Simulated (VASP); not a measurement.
The system is GaSb.

```
Ga Sb
1.0
     0.00000    3.06588    3.06588
     3.06588    0.00000    3.06588
     3.06588    3.06588    0.00000
Ga Sb
1 1
Direct
  0.00000 0.00000 0.00000
  0.25000 0.25000 0.25000
```

Program: VASP 6.6.1. Alike in all runs: task single point; no spin polarisation; cell as given; k mesh 8 × 8 × 8; cutoff (eV) 520; smearing fermi-dirac 0.02 eV.

**Question.** Order these runs on this cell by their pressure, lowest first.
A. level LDA; potentials or basis VASP PAW LDA potentials, release 64 (Ga_d, Sb)
B. level r2SCAN; potentials or basis VASP PAW PBE potentials, release 64 (Ga_d, Sb)
C. level PBE; potentials or basis VASP PAW PBE potentials, release 64 (Ga_d, Sb)

**Answer.** A (-1.9 GPa), B (0.1 GPa), C (2.0 GPa).

Caveats: the PAW data sets were made with another functional, which shifts forces and pressure a little (some runs).
